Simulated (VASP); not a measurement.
Write the native input for VASP 6.6.1 that does the following.

```
Task                   : single point
Functional             : PBE
Dispersion             : D3(BJ)
Potentials or basis    : VASP PAW PBE potentials, release 64 (B, N)
Cutoff                 : 520 eV
k mesh                 : 12 × 12 × 4
Occupations            : gaussian, width 0.05 eV
Spin                   : no spin polarisation
Dipole correction      : no
Further INCAR settings : ALGO = Normal; EDIFF = 1e-06; NBANDS = 16
```

The structure of BN lies in POSCAR:

```
BN
1.0
    2.5099983704      0.0000000000      0.0000000000
   -1.2549991852      2.1737223522      0.0000000000
    0.0000000000      0.0000000000      6.6900000000
B N
2 2
Direct
    0.0000000000      0.0000000000      0.5000000000
    0.3333333333      0.6666666667      0.0000000000
    0.0222182429      0.0162648827      0.0000000000
    0.6888849096      0.3495982160      0.5000000000
```

This cell differs from its parent crystal: all N atoms moved +0.050 Å, as atom 3 along Cartesian [1 1 0].

These files were run (other wordings do the same):

INCAR

```
SYSTEM = BN
PREC = Accurate ; ENCUT = 520
EDIFF = 1E-6 ; ISMEAR = 0
SIGMA = 0.05 ; LREAL = .False.
LASPH = .True. ; NELM = 80
ALGO = Normal ; ISIF = 2
LWAVE = .False. ; LCHARG = .False.
GGA = PE ; IVDW = 12
NBANDS = 16
```

KPOINTS

```
Automatic mesh
0
Gamma
  12 12 4
  0 0 0
```

Potentials or basis: VASP PAW PBE potentials, release 64 (B, N).

Command:

```sh
$ cat potpaw_PBE.64/B/POTCAR potpaw_PBE.64/N/POTCAR > POTCAR
$ mpirun -np 1 vasp_std > vasp.out
```

It gave:

```json
{"Pressure": "-0.2 GPa", "Largest force": "1.930 eV/Å", "Band gap on the k mesh": "4.13 eV, indirect (least direct gap 4.49 eV)", "Dispersion energy per atom": "-0.139 eV"}
```

Caveat: the cell differs from its parent crystal (all N atoms moved +0.050 Å, as atom 3 along Cartesian [1 1 0]); forces of over 1 eV/Å act on the atoms, so gaps and moduli don't describe the material at rest.

It took 54 s on 1 thread of Intel(R) Xeon(R) 6975P-C (Granite Rapids), with other jobs on the host, peak memory 0.24 GiB.
